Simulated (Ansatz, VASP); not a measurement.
Ru2Pt in VASP and in Ansatz

```
CELL_PARAMETERS angstrom
-1.36049 1.36049 5.82717
1.36049 -1.36049 5.82717
1.36049 1.36049 -5.82717
ATOMIC_POSITIONS crystal
Ru 0.32533 0.32533 0.00000
Ru 0.67467 0.67467 0.00000
Pt 0.00000 0.00000 0.00000
```

Alike in both runs: task relaxation of cell and atoms; functional PBE; k mesh 18 × 18 × 18; occupations gaussian, width 0.1 eV; no spin polarisation.

```csv
,VASP,Ansatz
version,VASP 6.6.1,Ansatz 0.2.0
potentials or method,"VASP PAW PBE potentials, release 64 (Ru_pv, Pt), cutoff 600 eV","scalar-relativistic, plane waves, PAW"
valence electrons in the cell,38,50
```

VASP gave:

- gap on the k mesh at the Fermi level, each at its own relaxed structure (eV): none
- relaxed volume (Å³/atom): 14.39
- relaxed length of the cell vector where the two differ most in proportion (Å): 6.139

**Question.** Estimate Ansatz's values.

**Answer.** gap on the k mesh at the Fermi level, each at its own relaxed structure (eV): none; relaxed volume (Å³/atom): 14.40; relaxed length of the cell vector where the two differ most in proportion (Å): 6.140.

A gap of «none» marks a metal or a gap that the smearing closes. VASP's potentials hold 38 valence electrons a cell and Ansatz's 50, so a difference there can come from the potentials and not from the codes.

Neither program's run includes spin-orbit coupling.
